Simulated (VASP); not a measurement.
Set up this calculation in VASP 6.6.1, as the native input.

- Task: single point
- Functional: LDA
- Potentials or basis: VASP PAW LDA potentials, release 64 (Zr_sv, B)
- Cutoff: 520 eV
- k mesh: 18 × 18 × 12
- Occupations: gaussian, width 0.15 eV
- Spin: no spin polarisation
- Dipole correction: no
- Further INCAR settings: ALGO = Normal; EDIFF = 1e-07; NBANDS = 16

The structure of ZrB2 lies in POSCAR:

```
ZrB2
1.0
    3.3195938529      0.0000000000      0.0000000000
   -1.6597969265      2.8748526068      0.0000000000
    0.0000000000      0.0000000000      3.4795982766
Zr B
1 2
Direct
    0.0000000000      0.0000000000      0.0000000000
    0.3333333333      0.6666666667      0.5000000000
    0.6666666667      0.3333333333      0.5000000000
```

This cell differs from its parent crystal: volume 11.069 Å^3 an atom, c/a of the conventional cell 1.0482.

These files were run (other wordings do the same):

INCAR

```
PREC = Accurate ; ENCUT = 520
EDIFF = 1E-7 ; ISMEAR = 0
SIGMA = 0.15 ; LREAL = False
LASPH = True ; NELM = 100
ALGO = Normal ; ISIF = 2
LWAVE = False ; LCHARG = False
NBANDS = 16
```

KPOINTS

```
regular mesh
0
Gamma
  18 18 12
```

Potentials or basis: VASP PAW LDA potentials, release 64 (Zr_sv, B).

Launch:

```sh
$ cat potpaw_LDA.64/Zr_sv/POTCAR potpaw_LDA.64/B/POTCAR > POTCAR
$ mpirun -np 1 vasp_std > vasp.out
```

It gave:

| Item | Value |
| --- | --- |
| Pressure | -23.9 GPa |
| Band gap on the k mesh | zero (band 9 reaches 10.18 eV, above the bottom of band 10 at 9.33 eV) |

Run time: 2.1 min on 1 thread of Intel(R) Xeon(R) Platinum 8259CL CPU @ 2.50GHz (Skylake/Cascade Lake), with other jobs on the host, peak memory 0.25 GiB.
